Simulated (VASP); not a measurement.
# TmB3Au (P6_3/mmc) in VASP: further runs, part 2 of 2

VASP 6.6.1. The steps go on from the part before.

## (4) Relaxation of shape and atoms at fixed volume, PBE (11.01 Å³/atom)

This run uses another cell than the first one, of 11.01 Å³/atom.

Input file INCAR:

```
PREC = Accurate
ENCUT = 500
EDIFF = 1E-7
ISMEAR = 0
SIGMA = 0.1
LREAL = False
LASPH = True
NELM = 200
ALGO = Normal
ISIF = 4
LWAVE = False
LCHARG = False
GGA = PE
IBRION = 2
NSW = 50
EDIFFG = -0.01
GGA_COMPAT = False
NELMIN = 4
LMAXMIX = 6
```

Input file KPOINTS:

```
regular mesh
0
Gamma
  6 6 6
```

Input file POSCAR:

```
TmB3Au
1.0
    4.9255172315      0.0000000000      0.0000000000
   -2.4627586157      4.2656230492      0.0000000000
    0.0000000000      0.0000000000      5.2378844009
Tm B Au
2 6 2
Direct
    0.3333333333      0.6666666667      0.7500000000
    0.6666666667      0.3333333333      0.2500000000
    0.2227888395      0.7772111605      0.2500000000
    0.4455776790      0.2227888395      0.7500000000
    0.2227888395      0.4455776790      0.2500000000
    0.7772111605      0.2227888395      0.7500000000
    0.5544223210      0.7772111605      0.2500000000
    0.7772111605      0.5544223210      0.7500000000
    0.0000000000      0.0000000000      0.0000000000
    0.0000000000      0.0000000000      0.5000000000
```

Run with:

```bash
$ cat potpaw_PBE.64/Tm_3/POTCAR potpaw_PBE.64/B/POTCAR potpaw_PBE.64/Au/POTCAR > POTCAR
$ mpirun -np 1 vasp_std > vasp.out
```

Wall time 4 min (1 thread of Intel Xeon Platinum 8488C (Sapphire Rapids), shared host); peak memory 0.28 GiB.

Results (log left out):

* Free energy: -57.2779 eV
* Energy gained by relaxing: 0.6 meV/atom
* Ionic steps: 4
* Pressure after relaxing: 19.2 GPa
* Band gap on the k mesh: zero (bands 29 and 30 overlap by 2.53 eV)

Forces on the atoms (eV/Å):
```
Tm   0.000  0.000  0.000
Tm   0.000  0.000  0.000
B    0.002 -0.001  0.000
B    0.002  0.001  0.000
B    0.000  0.002  0.000
B   -0.002  0.001  0.000
B   -0.002 -0.001  0.000
B    0.000 -0.002  0.000
Au   0.000  0.000  0.000
Au   0.000  0.000  0.000
```

The path:
```tsv
step	energy change (eV)	largest force (eV/Å)	pressure (GPa)	volume (Å³)
1	0.0000	0.2385	19.64	110.05
2	0.0054	0.4074	18.72	110.05
3	-0.0059	0.0399	19.24	110.05
4	-0.0064	0.0024	19.24	110.05
```

Final structure:
```xyz
10
Lattice="4.9355 0.0000 0.0000 -2.4678 4.2743 0.0000 0.0000 0.0000 5.2167" Properties=species:S:1:pos:R:3 pbc="T T T"
Tm    0.0000    2.8495    3.9125
Tm    2.4678    1.4248    1.3042
B    -0.8214    3.3238    1.3042
B     1.6463    0.9505    3.9125
B     0.0000    1.9010    1.3042
B     3.2892    0.9505    3.9125
B     0.8214    3.3238    1.3042
B     2.4678    2.3733    3.9125
Au    0.0000    0.0000    0.0000
Au    0.0000    0.0000    2.6083
```

Levels at points of the mesh, in eV from the Fermi level:
| k point | band 27 | band 28 | band 29 | band 30 | band 31 | band 32 |
| --- | --- | --- | --- | --- | --- | --- |
| (0.00, 0.00, 0.00) | -1.22 | -1.06 | 0.08 | 0.08 | 1.25 | 1.25 |
| (0.50, 0.00, 0.00) | -2.04 | -1.26 | -1.14 | 0.73 | 2.32 | 3.37 |
| (0.00, 0.00, 0.50) | -0.63 | -0.63 | -0.63 | -0.63 | 3.77 | 3.77 |
| (0.50, 0.00, 0.50) | -0.77 | -0.77 | 0.36 | 0.36 | 2.72 | 2.72 |

Caveat: spin-orbit coupling is left out, which moves the levels of the heavy elements; the 4f electrons are frozen in the core, so they carry no moment and show no levels. Spin polarisation is off, so any magnetic state and its effect on volume and gap are missing.

## (5) Relaxation of shape and atoms at fixed volume, PBE (12.46 Å³/atom)

This run uses another cell than the first one, of 12.46 Å³/atom.

Input file INCAR:

```
SYSTEM = TmB3Au
PREC = Accurate
ENCUT = 500
EDIFF = 1E-7
ISMEAR = 0
SIGMA = 0.1
LREAL = .False.
LASPH = .True.
NELM = 200
ALGO = Normal
ISIF = 4
LWAVE = .False.
LCHARG = .False.
GGA = PE
IBRION = 2
NSW = 50
EDIFFG = -0.01
GGA_COMPAT = .False.
NELMIN = 4
LMAXMIX = 6
```

Input file KPOINTS:

```
Automatic mesh
0
Gamma
  6 6 6
  0 0 0
```

Input file POSCAR:

```
TmB3Au
1.0
    5.1208543027      0.0000000000      0.0000000000
   -2.5604271513      4.4347899152      0.0000000000
    0.0000000000      0.0000000000      5.4849236697
Tm B Au
2 6 2
Direct
    0.3333333333      0.6666666667      0.7500000000
    0.6666666667      0.3333333333      0.2500000000
    0.2237067775      0.7762932225      0.2500000000
    0.4474135551      0.2237067775      0.7500000000
    0.2237067775      0.4474135551      0.2500000000
    0.7762932225      0.2237067775      0.7500000000
    0.5525864449      0.7762932225      0.2500000000
    0.7762932225      0.5525864449      0.7500000000
    0.0000000000      0.0000000000      0.0000000000
    0.0000000000      0.0000000000      0.5000000000
```

Run with:

```bash
$ cat potpaw_PBE.64/Tm_3/POTCAR potpaw_PBE.64/B/POTCAR potpaw_PBE.64/Au/POTCAR > POTCAR
$ mpirun -np 1 vasp_std > vasp.out
```

Run time: 4.2 min. Hardware: 1 thread of Intel Xeon Platinum 8488C (Sapphire Rapids), shared host; peak memory 0.32 GiB.

Results (log left out):

| Item | Value |
| --- | --- |
| Free energy | -57.8485 eV |
| Energy gained by relaxing | 0.3 meV/atom |
| Ionic steps | 3 |
| Pressure after relaxing | -4.1 GPa |
| Largest force after relaxing | 0.004 eV/Å |
| Band gap on the k mesh | zero (bands 29 and 30 overlap by 2.19 eV) |

Forces in eV/Å, atoms in the order of the input:
```
Tm   0.000  0.000  0.000
Tm   0.000  0.000  0.000
B    0.003 -0.002  0.000
B    0.003  0.002  0.000
B    0.000  0.004  0.000
B   -0.003  0.002  0.000
B   -0.003 -0.002  0.000
B    0.000 -0.004  0.000
Au   0.000  0.000  0.000
Au   0.000  0.000  0.000
```

Stress tensor (GPa, compression positive):
```
-4.08  0.00  0.00
 0.00 -4.08  0.00
 0.00  0.00 -4.24
```

Step by step:
| step | energy change (eV) | largest force (eV/Å) | pressure (GPa) | volume (Å³) |
| --- | --- | --- | --- | --- |
| 1 | 0.0000 | 0.1931 | -4.44 | 124.56 |
| 2 | 0.0002 | 0.1966 | -3.80 | 124.56 |
| 3 | -0.0029 | 0.0035 | -4.13 | 124.56 |

Final structure:
```yaml
crystal:
  lattice:
    - [5.11862, 0.00000, 0.00000]
    - [-2.55931, 4.43285, 0.00000]
    - [0.00000, 0.00000, 5.48971]
  atoms:
    - { symbol: Tm, position: [0.33333, 0.66667, 0.75000] }
    - { symbol: Tm, position: [0.66667, 0.33333, 0.25000] }
    - { symbol: B, position: [0.22423, 0.77577, 0.25000] }
    - { symbol: B, position: [0.44845, 0.22423, 0.75000] }
    - { symbol: B, position: [0.22423, 0.44845, 0.25000] }
    - { symbol: B, position: [0.77577, 0.22423, 0.75000] }
    - { symbol: B, position: [0.55155, 0.77577, 0.25000] }
    - { symbol: B, position: [0.77577, 0.55155, 0.75000] }
    - { symbol: Au, position: [0.00000, 0.00000, 0.00000] }
    - { symbol: Au, position: [0.00000, 0.00000, 0.50000] }
```

Levels at points of the mesh, in eV from the Fermi level:
| k point | band 25 | band 26 | band 27 | band 28 | band 29 | band 30 | band 31 | band 32 | band 33 | band 34 |
| --- | --- | --- | --- | --- | --- | --- | --- | --- | --- | --- |
| (0.00, 0.00, 0.00) | -1.91 | -1.24 | -1.24 | -1.13 | 0.36 | 0.36 | 1.25 | 1.25 | 2.90 | 2.90 |
| (0.50, 0.00, 0.00) | -2.29 | -1.82 | -1.57 | -1.46 | -1.03 | 0.40 | 1.76 | 2.95 | 3.26 | 3.94 |
| (0.00, 0.00, 0.50) | -2.28 | -2.28 | -0.64 | -0.64 | -0.64 | -0.64 | 3.46 | 3.46 | 3.46 | 3.46 |
| (0.50, 0.00, 0.50) | -2.36 | -2.36 | -0.60 | -0.60 | 0.18 | 0.18 | 2.40 | 2.40 | 3.23 | 3.23 |

Caveat: spin-orbit coupling is left out, which moves the levels of the heavy elements; the 4f electrons are frozen in the core, so they carry no moment and show no levels.

## (6) Overview

| task | cell | k mesh | smearing | gap on the mesh (eV) | pressure (GPa) |
| --- | --- | --- | --- | --- | --- |
| relaxation of cell and atoms | relaxed from a = 5.458, b = 5.458, c = 4.635 Å, angles 90.0, 90.0, 120.0°, 10 atoms, atomic positions A | 4 × 4 × 4 | gaussian 0.2 eV | none | -0.1 |
| relaxation of shape and atoms at fixed volume | relaxed from a = 4.876, b = 4.876, c = 5.169 Å, angles 90.0, 90.0, 120.0°, 10 atoms, atomic positions B | 6 × 6 × 6 | gaussian 0.1 eV | none | 28.0 |
| relaxation of shape and atoms at fixed volume | relaxed from a = 4.926, b = 4.926, c = 5.238 Å, angles 90.0, 90.0, 120.0°, 10 atoms, atomic positions C | 6 × 6 × 6 | gaussian 0.1 eV | none | 19.2 |
| relaxation of shape and atoms at fixed volume | relaxed from a = 5.121, b = 5.121, c = 5.485 Å, angles 90.0, 90.0, 120.0°, 10 atoms, atomic positions D | 6 × 6 × 6 | gaussian 0.1 eV | none | -4.1 |

Alike in all rows: level PBE; potentials or basis VASP PAW PBE potentials, release 64 (Tm_3, B, Au), 4f in core; no spin polarisation; cutoff (eV) 500.

Caveats: spin-orbit coupling is left out, which moves the levels of the heavy elements; the 4f electrons are frozen in the core, so they carry no moment and show no levels; a cell axis changed by over 15 % at a fixed basis, so the end point is rough (at least some runs).

Total energies depend on the potentials used, so only differences within one code and one set of settings carry meaning.
